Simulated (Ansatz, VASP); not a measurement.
P in VASP and in Ansatz

```xyz
1
Lattice="2.3916 0.0000 0.0000 0.0000 2.3916 0.0000 0.0000 0.0000 2.3924" Properties=species:S:1:pos:R:3 pbc="T T T"
P     0.0000    0.0000    0.0000
```

Alike in both runs: task relaxation of cell and atoms; functional PBEsol; dispersion D3(BJ); k mesh 18 × 18 × 18; occupations gaussian, width 0.1 eV; no spin polarisation.

|  | VASP | Ansatz |
| --- | --- | --- |
| version | VASP 6.6.1 | Ansatz 0.2.0 |
| potentials or method | VASP PAW PBE potentials, release 64 (P), cutoff 600 eV | scalar-relativistic, plane waves, PAW |
| valence electrons in the cell | 5 | 5 |

|  | VASP | Ansatz | Ansatz less VASP |
| --- | --- | --- | --- |
| gap on the k mesh at the Fermi level, each at its own relaxed structure (eV) | none | none | - |
| relaxed volume (Å³/atom) | 13.67 | 13.66 | -0.009 |
| relaxed length of the cell vector where the two differ most in proportion (Å) | 2.391 | 2.390 | -0.0005 |

VASP's potentials were made for PBE, not for PBEsol. A gap of «none» marks a metal or a gap that the smearing closes.
